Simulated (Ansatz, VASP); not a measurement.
**Pt: VASP beside Ansatz**

POSCAR

```
Pt
1.0
    0.0000000000      2.6951100335      2.6951100335
    2.6951100335      0.0000000000      2.6951100335
    2.6951100335      2.6951100335      0.0000000000
Pt
2
Direct
   -0.1475000000     -0.1175000000     -0.1175000000
    0.1475000000      0.1175000000      0.1175000000
```

Contents of INCAR.step1:

```
SYSTEM = Pt
  PREC = Accurate
  ENCUT = 520
  ISMEAR = -1
  SIGMA = 0.05
  LREAL = .False.
  LASPH = .True.
  NELM = 60
  NBANDS = 17
  GGA = PE
  ALGO = Normal
  EDIFF = 1E-4
  LWAVE = .True.
  LCHARG = .False.
```

File INCAR.step2:

```
SYSTEM = Pt
  PREC = Accurate
  ENCUT = 520
  EDIFF = 1E-8
  ISMEAR = -1
  SIGMA = 0.05
  LREAL = .False.
  LASPH = .True.
  NELM = 60
  ALGO = Normal
  ISIF = 2
  LWAVE = .False.
  LCHARG = .False.
  METAGGA = R2SCAN
  LMIXTAU = .True.
  LEFG = .True.
  NBANDS = 17
  ISTART = 1
```

Contents of KPOINTS:

```
regular mesh
0
Gamma
  10 10 10
  0 0 0
```

Input for Ansatz:

```yaml
crystal:
  lattice:
    - [0.0, 2.6951100335, 2.6951100335]
    - [2.6951100335, 0.0, 2.6951100335]
    - [2.6951100335, 2.6951100335, 0.0]
  atoms:
    - { symbol: Pt, position: [-0.1475, -0.1175, -0.1175] }
    - { symbol: Pt, position: [0.1475, 0.1175, 0.1175] }
kpoints:
  mp_grid: { grid: [10, 10, 10] }
scf:
  occupations: { method: fermi_dirac, width: 0.05 }
hamiltonian:
  xc: r2scan
  pseudopotentials: { kind: paw }
output:
  forces: true
  stress: true
  eigenvalues: true
  efg: { contact_densities: true }
  populations: true
```

Change from the starting cell: shortest bond scaled by 0.94, PAW files.

Alike in both runs: task electric field gradients; functional r2SCAN; k mesh 10 × 10 × 10; occupations fermi-dirac, width 0.05 eV; no spin polarisation.

|  | VASP | Ansatz |
| --- | --- | --- |
| version | VASP 6.6.1 | Ansatz 0.2.0 |
| potentials or method | VASP PAW PBE potentials, release 64 (Pt) | PAW with Ansatz's default frozen-core files, scalar-relativistic |
| plane-wave cutoff (eV) | 520 | 500 |
| valence electrons in the cell | 20 | 36 |

```tsv
	VASP	Ansatz	Ansatz less VASP
pressure (GPa)	39.6	40.5	+0.90
traceless stress, the component that is largest in VASP (GPa)	-14.13	-15.00	-0.867
rms of the force components (eV/Å)	2.141	2.297	+0.1563
size of Vzz on the site where it differs most (V/Å²)	29.2	91.5	+62.31
```

VASP's potentials were made for PBE, not for r2SCAN. Atom by atom the forces differ by 0.156 eV/Å (rms over components). Both programs put the cell under a high pressure, so it lies far from rest at this level. One of these differences is far larger than is usual between the two programs; its cause wasn't traced. VASP's potentials hold 20 valence electrons a cell and Ansatz's 36, so a difference there can come from the potentials and not from the codes.

Spin-orbit coupling is off throughout.
